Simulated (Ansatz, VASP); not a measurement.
## ZnS: VASP beside Ansatz

Contents of POSCAR:

```
ZnS
1.0
    1.9030712000      1.0987386696      9.3519478333
   -1.9030712000      1.0987386696      9.3519478333
    0.0000000000     -2.1974773392      9.3519478333
Zn S
3 3
Direct
    0.9999711367      0.9999711367      0.9999711367
    0.2222694100      0.2222694100      0.2222694100
    0.4446134433      0.4446134433      0.4446134433
    0.0832671700      0.0832671700      0.0832671700
    0.5278423033      0.5278423033      0.5278423033
    0.3053625400      0.3053625400      0.3053625400
```

INCAR.step1

```
SYSTEM = ZnS
PREC = Accurate
ENCUT = 550
ISMEAR = 0
SIGMA = 0.01
LREAL = .FALSE.
LASPH = .TRUE.
NELM = 200
LDAU = .TRUE.
LDAUTYPE = 2
LDAUL = 2 -1
LDAUU = 7 0
LDAUJ = 0 0
NBANDS = 36
GGA = PE
ALGO = Normal
EDIFF = 1E-5
LWAVE = .TRUE.
LCHARG = .FALSE.
GGA_COMPAT = .FALSE.
```

File INCAR.step2:

```
SYSTEM = ZnS
PREC = Accurate
ENCUT = 550
EDIFF = 1E-6
ISMEAR = 0
SIGMA = 0.01
LREAL = .FALSE.
LASPH = .TRUE.
NELM = 200
ALGO = Normal
ISIF = 2
LWAVE = .FALSE.
LCHARG = .FALSE.
LDAU = .TRUE.
LDAUTYPE = 2
LDAUL = 2 -1
LDAUU = 7 0
LDAUJ = 0 0
LDAUPRINT = 1
METAGGA = R2SCAN
LMIXTAU = .TRUE.
NBANDS = 36
ISTART = 1
GGA_COMPAT = .FALSE.
```

KPOINTS

```
Automatic mesh
0
G
  6 6 6
  0 0 0
```

Input for Ansatz:

```yaml
crystal:
  lattice:
    a: 3.8061424
    b: 3.8061424
    c: 28.0558435
    alpha: 90.0
    beta: 90.0
    gamma: 120.0
  space_group: 160
  atoms:
    - { symbol: Zn, position: [0.6666666666666666, 0.3333333333333333, 0.33330447] }
    - { symbol: Zn, position: [0.0, 0.0, 0.22226941] }
    - { symbol: Zn, position: [0.3333333333333333, 0.6666666666666666, 0.11128011] }
    - { symbol: S, position: [0.0, 0.0, 0.08326717] }
    - { symbol: S, position: [0.3333333333333333, 0.6666666666666666, 0.19450897] }
    - { symbol: S, position: [0.0, 0.0, 0.30536254] }
  reduce_to_primitive: true
kpoints:
  mp_grid:
    grid: [6, 6, 6]
hamiltonian:
  xc: r2scan
  hubbard:
    - { species: Zn, l: d, u_eff: 7.0 }
scf:
  occupations:
    method: fixed
output:
  eigenvalues: true
```

Alike in both runs: task single point; functional r2SCAN; k mesh 6 × 6 × 6; no spin polarisation; Hubbard terms Zn d U = 7.0 eV.

|  | VASP | Ansatz |
| --- | --- | --- |
| version | VASP 6.6.1 | Ansatz 0.2.0 |
| potentials or method | VASP PAW PBE potentials, release 64 (Zn, S) | plane waves, PAW |
| plane-wave cutoff (eV) | 550 | 500 |
| occupations | gaussian, width 0.01 eV | fixed |
| valence electrons in the cell | 54 | 54 |

```tsv
	VASP	Ansatz	Ansatz less VASP
gap on the k mesh at the Fermi level (eV)	3.25	2.99	-0.260
```

VASP's potentials were made for PBE, not for r2SCAN. The programs project onto different local orbitals, so the same U acts differently, and such runs can settle in different states.
